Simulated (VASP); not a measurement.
# Ag (Fm-3m) in VASP: notebook

The runs below take Ag through relaxation of cell and atoms, with PBE.

All numbers are computed with VASP 6.6.1; they aren't measurements. Logs are shortened: lines on timing, memory, paths and dates and some standing lists are left out, and cuts for length are marked.

## Step 1: The cell of the first run

It takes space group Fm-3m (No. 225, cubic). Conventional cell: a = 4.086 Å, b = 4.086 Å, c = 4.086 Å, α = 90.00°, β = 90.00°, γ = 90.00°. Within 3.8 Å of Ag (site symmetry m-3m) lie 12 Ag at 2.89 Å.

## Step 2: Relaxation of cell and atoms, PBE, target pressure 6 GPa, at which the enthalpy is minimised

File INCAR:

```
SYSTEM = Ag
ALGO = Normal
EDIFF = 1E-6
EDIFFG = -0.01
ENCUT = 600
GGA = PE
IBRION = 2
ISIF = 3
ISMEAR = 1
LASPH = .TRUE.
LCHARG = .FALSE.
LREAL = .FALSE.
LWAVE = .FALSE.
NELM = 100
NSW = 80
PREC = Accurate
PSTRESS = 60.0
SIGMA = 0.05
```

File KPOINTS:

```
k-points
0
G
  12 12 12
  0 0 0
```

File POSCAR:

```
Ag
1.0
    2.8888850000      0.0000000000      0.0000000000
    1.4444425000      2.5018477986      0.0000000000
    1.4444425000      0.8339492662      2.3587647252
Ag
1
Direct
    0.0000000000      0.0000000000      0.0000000000
```

Potentials or basis: VASP PAW PBE potentials, release 64 (Ag).

On the command line:

```sh
$ cat potpaw_PBE.64/Ag/POTCAR > POTCAR
$ mpirun -np 1 vasp_std > vasp.out
```

OUTCAR:

```text
SYSTEM = Ag
   EDIFF = 1E-6
   EDIFFG = -0.01
   ENCUT = 600
   GGA = PE
   IBRION = 2
   ISIF = 3
   ISMEAR = 1
   LASPH = .TRUE.
   LREAL = .FALSE.
   NELM = 100
   NSW = 80
   PREC = Accurate
   PSTRESS = 60.0

 ion  position               nearest neighbor table
   1  0.000  0.000  0.000-

  LATTYP: Found a face centered cubic cell.
 ALAT       =     4.0855003471

  Lattice vectors:

 A1 = (   2.8888850000,   0.0000000000,   0.0000000000)
 A2 = (   1.4444425000,   2.5018477986,   0.0000000000)
 A3 = (   1.4444425000,   0.8339492662,   2.3587647252)

Analysis of symmetry for initial positions (statically):
=====================================================================
 Subroutine PRICEL returns:
 Original cell was already a primitive cell.

 Routine SETGRP: Setting up the symmetry group for a
 face centered cubic supercell.

 Subroutine GETGRP returns: Found 48 space group operations
 (whereof 48 operations were pure point group operations)
 out of a pool of 48 trial point group operations.

The static configuration has the point symmetry O_h .

Analysis of symmetry for dynamics (positions and initial velocities):
=====================================================================
 Subroutine PRICEL returns:
 Original cell was already a primitive cell.

 Routine SETGRP: Setting up the symmetry group for a
 face centered cubic supercell.

 Subroutine GETGRP returns: Found 48 space group operations
 (whereof 48 operations were pure point group operations)
 out of a pool of 48 trial point group operations.

The dynamic configuration has the point symmetry O_h .

 Subroutine INISYM returns: Found 48 space group operations
 (whereof 48 operations are pure point group operations),
 and found     1 'primitive' translations

----------------------------------------------------------------------------------------

                                     Primitive cell

  volume of cell :      17.0481

  direct lattice vectors                    reciprocal lattice vectors
     2.888885000  0.000000000  0.000000000     0.346154312 -0.199852285 -0.141316906
     1.444442500  2.501847799  0.000000000     0.000000000  0.399704571 -0.141316906
     1.444442500  0.833949266  2.358764725     0.000000000  0.000000000  0.423950718

  length of vectors
     2.888885000  2.888885000  2.888885000     0.423950718  0.423950718  0.423950718

  position of ions in fractional coordinates (direct lattice)
     0.000000000  0.000000000  0.000000000

  ion indices of the primitive-cell ions
   primitive index   ion index
                 1           1

----------------------------------------------------------------------------------------

 KPOINTS: k-points

Automatic generation of k-mesh.
 Grid dimensions read from file:
 generate k-points for:   12   12   12

 Generating k-lattice:

  Cartesian coordinates                     Fractional coordinates (reciprocal lattice)
     0.028846193 -0.016654357 -0.011776409     0.083333333  0.000000000  0.000000000
     0.000000000  0.033308714 -0.011776409     0.000000000  0.083333333 -0.000000000
     0.000000000  0.000000000  0.035329227     0.000000000  0.000000000  0.083333333

  Length of vectors
     0.035329227  0.035329227  0.035329227

  Shift w.r.t. Gamma in fractional coordinates (k-lattice)
     0.000000000  0.000000000  0.000000000

 Subroutine IBZKPT returns following result:
 ===========================================

 Found     72 irreducible k-points:

 Following reciprocal coordinates:
            Coordinates               Weight
  0.000000  0.000000  0.000000      1.000000
  0.083333  0.000000  0.000000      8.000000
  0.166667  0.000000  0.000000      8.000000
  0.250000  0.000000  0.000000      8.000000
  0.333333  0.000000  0.000000      8.000000
  0.416667  0.000000  0.000000      8.000000
[... 16 lines left out ...]
  0.500000  0.166667  0.000000     24.000000
 -0.416667  0.166667 -0.000000     24.000000
 [... further k-points ...]
   k-points           NKPTS =     72   k-points in BZ     NKDIM =     72   number of bands    NBANDS=      9
   number of dos      NEDOS =    301   number of ions     NIONS =      1
   total plane-waves  NPLWV =  13824
   dimension x,y,z NGX =    24 NGY =   24 NGZ =   24
   dimension x,y,z NGXF=    48 NGYF=   48 NGZF=   48
   ions per type =               1
   NGX,Y,Z   is equivalent  to a cutoff of  13.81, 13.81, 13.81 a.u.
   NGXF,Y,Z  is equivalent  to a cutoff of  27.62, 27.62, 27.62 a.u.
 SYSTEM =  Ag
   PREC   = accura    normal or accurate (medium, high low for compatibility)
   ISTART =      0    job   : 0-new  1-cont  2-samecut
   ICHARG =      2    charge: 1-file 2-atom 10-const
   ISPIN  =      1    spin polarized calculation?
   LNONCOLLINEAR =      F non collinear calculations
   LSORBIT =      F    spin-orbit coupling
   LASPH  =      T    aspherical Exc in radial PAW
   ENCUT  =  600.0 eV  44.10 Ry    6.64 a.u.   5.77  5.77  5.77*2*pi/ulx,y,z
   NELM   =    100;   NELMIN=  2; NELMDL= -5     # of ELM steps
   EDIFF  = 0.1E-05   stopping-criterion for ELM
   LREAL  =      F    real-space projection
   EDIFFG = -.1E-01   stopping-criterion for IOM
   NSW    =     80    number of steps for IOM
   IBRION =      2    ionic relax: 0-MD 1-quasi-New 2-CG
   NFREE  =      1    steps in history (QN), initial steepest desc. (CG)
   ISIF   =      3    stress and relaxation
   ISYM   =      2    0-nonsym 1-usesym 2-fastsym
   POTIM  = 0.5000    time-step for ionic-motion
   TEBEG  =    0.0;   TEEND  =   0.0 temperature during run
   PSTRESS=   60.0 pullay stress
   NELECT =      11.0000    total number of electrons
   NUPDOWN=      -1.0000    fix difference up-down
   EMIN   =  10.00;   EMAX   =-10.00  energy-range for DOS
   EFERMI =   0.00;   METHOD = LEGACY
   ISMEAR =     1;   SIGMA  =   0.05  broadening in eV -4-tet -1-fermi 0-gaus
   EFERMI_NEDOS =   21; number of points for ismear=-14 and -15
   IALGO  =     38    algorithm
   IMIX   =      4    mixing-type and parameters
     AMIX     =   0.40;   BMIX     =  1.00
     AMIX_MAG =   1.60;   BMIX_MAG =  1.00
  volume/ion in A,a.u.               =      17.05       115.05
  Fermi-wavevector in a.u.,A,eV,Ry     =   1.414644  2.673289 27.228216  2.001217
  Thomas-Fermi vector in A             =   2.536165
   LORBIT       =      0    0 simple, 1 ext, 2 COOP (PROOUT), +10 PAW based schemes
   GGA     = PE    functional components
   LHFCALC =     F    Hartree Fock is set to
   AEXX    =    0.0000 exact exchange contribution
   IVDW    =     0    specifies the selected vdW correction
   LEPSILON=     F    determine dielectric tensor
   LRPA    =     F    only Hartree local field effects (RPA)
 conjugate gradient relaxation of ions
 non-spin polarized calculation
 Methfessel and Paxton  Order N= 1 SIGMA  =   0.05
  energy-cutoff  :      600.00
  volume of cell :       17.05
 maximum number of plane-waves:       588
   NGX = 11   NGY = 11   NGZ = 11

--------------------------------------- Ionic step        1  -------------------------------------------

 number of electron      10.9999999 magnetization

 Free energy of the ion-electron system (eV)
  ---------------------------------------------------
  ext. energy  EPLUGINS =         0.00000000
  ---------------------------------------------------
  free energy    TOTEN  =        -2.70113666 eV

  energy without entropy =       -2.70089556  energy(sigma->0) =       -2.70105629

------------------------ aborting loop because EDIFF is reached ----------------------------------------

  FORCE on cell =-STRESS in cart. coord.  units (eV):
  Direction    XX          YY          ZZ          XY          YZ          ZX
  --------------------------------------------------------------------------------------
  -------------------------------------------------------------------------------------
  Total        0.4890783      0.4890783      0.4890783     -0.0000000     -0.0000000     -0.0000000
  in kB       45.9635142     45.9635142     45.9635142     -0.0000000     -0.0000000     -0.0000000
  external PRESSURE =     -14.0364858 kB  Pullay stress =      60.0000000 kB
[... 59 lines left out ...]
  enthalpy is  TOTEN    =        -2.0630497058 eV   P V=        0.6247333972

--------------------------------------- Ionic step        3  -------------------------------------------

 number of electron      11.0000000 magnetization

 Free energy of the ion-electron system (eV)
  ---------------------------------------------------
  ext. energy  EPLUGINS =         0.00000000
  ---------------------------------------------------
  free energy    TOTEN  =        -2.69439107 eV

  energy without entropy =       -2.69434513  energy(sigma->0) =       -2.69437575

 E-fermi :   8.5777     XC(G=0): -12.2836

 val. band max:        8.5679788243   @ k =   0.5000   0.0833   0.0000
 cond. band min:       8.6246137316   @ k =   0.5000   0.2500   0.0833
 fundamental gap:      0.0566349073
 Fermi energy:         8.5777131312

 k-point     1 :       0.0000    0.0000    0.0000
  band No.  band energies     occupation
      1       0.7427      2.00000
      2       3.7483      2.00000
      3       3.7483      2.00000
      4       3.7483      2.00000
      5       4.8053      2.00000
      6       4.8053      2.00000
      7      24.6512      0.00000
      8      28.3029      0.00000
      9      28.3029      0.00000
[... 265 lines left out ...]
 k-point    24 :      -0.4167    0.1667   -0.0000
  band No.  band energies     occupation
      1       2.5685      2.00000
      2       3.4813      2.00000
      3       4.0979      2.00000
      4       4.5712      2.00000
      5       5.4776      2.00000
      6       9.7711      0.00000
      7      12.7569      0.00000
      8      21.4425      0.00000
      9      25.0498      0.00000

 [... further k-points ...]
[... 5 lines left out ...]
  --------------------------------------------------------------------------------------
  -------------------------------------------------------------------------------------
  Total        0.6318271      0.6318271      0.6318271     -0.0000000      0.0000000      0.0000000
  in kB       60.1017093     60.1017093     60.1017093     -0.0000000      0.0000000      0.0000000
  external PRESSURE =       0.1017093 kB  Pullay stress =      60.0000000 kB
[... 16 lines left out ...]
  FREE ENERGIE OF THE ION-ELECTRON SYSTEM (eV)
  ---------------------------------------------------
  free  energy   TOTEN  =        -2.6943910650 eV

  energy  without entropy=       -2.6943451346  energy(sigma->0) =       -2.69437575

  enthalpy is  TOTEN    =        -2.0636332187 eV   P V=        0.6307578463

 reached required accuracy - stopping structural energy minimisation
```

Wall time 42 s (1 thread of AMD EPYC 7R13, shared host); peak memory 0.13 GiB.

What came out:

```yaml
Free_energy: -2.6944 eV
Relaxed_volume: 16.84 Å³/atom
Relaxed_cell: a = 2.877 Å, b = 2.877 Å, c = 2.877 Å, α = 60.00°, β = 60.00°, γ = 60.00°
Space_group_after_relaxing_to_0.1_Å: Fm-3m (No. 225)
Energy_change_on_relaxing_the_run_minimises_the_enthalpy: +6.7 meV/atom
Ionic_steps: 3
Pressure_after_relaxing: 6.0 GPa
Band_gap_on_the_k_mesh: zero (an odd number of electrons rules out a gap without spin polarisation)
```

The path:
```tsv
step	energy change (eV)	largest force (eV/Å)	pressure (GPa)	volume (Å³)
1	0.0000	0.0000	4.60	17.05
2	0.0134	0.0000	7.10	16.68
3	0.0067	0.0000	6.01	16.84
```

Final structure:
```cif
data_structure
_symmetry_space_group_name_H-M 'P 1'
_symmetry_Int_Tables_number 1
_cell_length_a 2.8773
_cell_length_b 2.8773
_cell_length_c 2.8773
_cell_angle_alpha 60.000
_cell_angle_beta 60.000
_cell_angle_gamma 60.000
_cell_volume 16.84
loop_
_atom_site_label
_atom_site_type_symbol
_atom_site_fract_x
_atom_site_fract_y
_atom_site_fract_z
_atom_site_occupancy
Ag1 Ag 0.00000 0.00000 0.00000 1
```

Caveat: the cell is relaxed towards a set pressure, so the run minimises the enthalpy, not the energy.

## Step 3: Relaxation of cell and atoms, PBE, target pressure 8 GPa, at which the enthalpy is minimised

File INCAR:

```
ALGO     = Normal         # electronic algorithm
EDIFF    = 1E-7           # SCF threshold, eV
EDIFFG   = -0.01          # ionic threshold
ENCUT    = 600            # plane-wave cutoff, eV
GGA      = PE             # functional
IBRION   = 2              # ionic algorithm
ISIF     = 3              # what is computed and relaxed
ISMEAR   = 1              # smearing method
LASPH    = True           # aspherical terms in the spheres
LCHARG   = False          # write CHGCAR
LREAL    = False          # projectors in reciprocal space
LWAVE    = False          # write WAVECAR
NELM     = 100            # most SCF steps
NSW      = 80             # ionic steps
PREC     = Accurate       # precision mode
PSTRESS  = 80.0         
SIGMA    = 0.05           # smearing width, eV
```

File KPOINTS:

```
k-points
0
Gamma
  12 12 12
```

POSCAR is that of step 2.

Potentials or basis: VASP PAW PBE potentials, release 64 (Ag).

On the command line:

```sh
$ cat potpaw_PBE.64/Ag/POTCAR > POTCAR
$ mpirun -np 1 vasp_std > vasp.out
```

OUTCAR:

```text
EDIFF = 1E-7
   EDIFFG = -0.01
   ENCUT = 600
   GGA = PE
   IBRION = 2
   ISIF = 3
   ISMEAR = 1
   LASPH = True
   LREAL = False
   NELM = 100
   NSW = 80
   PREC = Accurate
   PSTRESS = 80.0

 ion  position               nearest neighbor table
   1  0.000  0.000  0.000-

  LATTYP: Found a face centered cubic cell.
 ALAT       =     4.0855003471

  Lattice vectors:

 A1 = (   2.8888850000,   0.0000000000,   0.0000000000)
 A2 = (   1.4444425000,   2.5018477986,   0.0000000000)
 A3 = (   1.4444425000,   0.8339492662,   2.3587647252)

Analysis of symmetry for initial positions (statically):
=====================================================================
 Subroutine PRICEL returns:
 Original cell was already a primitive cell.

 Routine SETGRP: Setting up the symmetry group for a
 face centered cubic supercell.

 Subroutine GETGRP returns: Found 48 space group operations
 (whereof 48 operations were pure point group operations)
 out of a pool of 48 trial point group operations.

The static configuration has the point symmetry O_h .

[... 167 lines left out ...]
  Total        0.4892811      0.4892811      0.4892811     -0.0000000     -0.0000000     -0.0000000
  in kB       45.9825686     45.9825686     45.9825686     -0.0000000     -0.0000000     -0.0000000
  external PRESSURE =     -34.0174314 kB  Pullay stress =      80.0000000 kB
[... 61 lines left out ...]
--------------------------------------- Ionic step        3  -------------------------------------------

 number of electron      11.0000001 magnetization

 Free energy of the ion-electron system (eV)
  ---------------------------------------------------
  ext. energy  EPLUGINS =         0.00000000
  ---------------------------------------------------
  free energy    TOTEN  =        -2.68322916 eV

  energy without entropy =       -2.68319442  energy(sigma->0) =       -2.68321758

 E-fermi :   8.7747     XC(G=0): -12.3763

 val. band max:        8.7642204525   @ k =   0.5000   0.0833   0.0000
 cond. band min:       8.8535037885   @ k =   0.5000   0.2500   0.0833
 fundamental gap:      0.0892833360
 Fermi energy:         8.7747393350

 k-point     1 :       0.0000    0.0000    0.0000
  band No.  band energies     occupation
      1       0.8460      2.00000
      2       3.9095      2.00000
      3       3.9095      2.00000
      4       3.9095      2.00000
      5       4.9958      2.00000
      6       4.9958      2.00000
      7      24.9009      0.00000
      8      28.6439      0.00000
      9      28.6439      0.00000
[... 265 lines left out ...]
 k-point    24 :      -0.4167    0.1667   -0.0000
  band No.  band energies     occupation
      1       2.6973      2.00000
      2       3.6329      2.00000
      3       4.2673      2.00000
      4       4.7467      2.00000
      5       5.6859      2.00000
      6       9.9954      0.00000
      7      13.0558      0.00000
      8      21.7779      0.00000
      9      25.3737      0.00000

 [... further k-points ...]

------------------------ aborting loop because EDIFF is reached ----------------------------------------

  FORCE on cell =-STRESS in cart. coord.  units (eV):
  Direction    XX          YY          ZZ          XY          YZ          ZX
  --------------------------------------------------------------------------------------
  -------------------------------------------------------------------------------------
  Total        0.8277565      0.8277565      0.8277565     -0.0000000      0.0000000      0.0000000
  in kB       79.9592506     79.9592506     79.9592506     -0.0000000      0.0000000      0.0000000
  external PRESSURE =      -0.0407494 kB  Pullay stress =      80.0000000 kB
[... 20 lines left out ...]
  energy  without entropy=       -2.6831944219  energy(sigma->0) =       -2.68321758

  enthalpy is  TOTEN    =        -1.8550507999 eV   P V=        0.8281783556

 reached required accuracy - stopping structural energy minimisation
```

Run time: 49 s. Hardware: 1 thread of AMD EPYC 7R13, shared host; peak memory 0.13 GiB.

Results:

```yaml
Free_energy: -2.6832 eV
Relaxed_volume: 16.59 Å³/atom
Relaxed_cell: a = 2.863 Å, b = 2.863 Å, c = 2.863 Å, α = 60.00°, β = 60.00°, γ = 60.00°
Space_group_after_relaxing_to_0.1_Å: Fm-3m (No. 225)
Energy_change_on_relaxing_the_run_minimises_the_enthalpy: +17.9 meV/atom
Ionic_steps: 3
Pressure_after_relaxing: 8.0 GPa
Band_gap_on_the_k_mesh: zero (an odd number of electrons rules out a gap without spin polarisation)
```

The path:
| step | energy change (eV) | largest force (eV/Å) | pressure (GPa) | volume (Å³) |
| --- | --- | --- | --- | --- |
| 1 | 0.0000 | 0.0000 | 4.60 | 17.05 |
| 2 | 0.0434 | 0.0000 | 11.77 | 16.17 |
| 3 | 0.0179 | 0.0000 | 8.00 | 16.59 |

Final structure:
```yaml
crystal:
  lattice:
    - [2.86255, 0.00000, 0.00000]
    - [1.43128, 2.47904, 0.00000]
    - [1.43128, 0.82635, 2.33726]
  atoms:
    - { symbol: Ag, position: [0.00000, 0.00000, 0.00000] }
```

Levels at points of the mesh, in eV from the Fermi level:
```csv
k point,band 2,band 3,band 4,band 5,band 6,band 7,band 8,band 9
"(0.00, 0.00, 0.00)",-4.87,-4.87,-4.87,-3.78,-3.78,16.13,19.87,19.87
"(0.50, 0.00, 0.00)",-4.89,-4.89,-2.95,-2.95,-0.43,3.81,15.36,18.21
"(0.50, 0.50, 0.00)",-6.43,-2.98,-2.73,-2.73,1.62,7.01,10.85,10.85
```

Caveat: the cell is relaxed towards a set pressure, so the run minimises the enthalpy, not the energy.
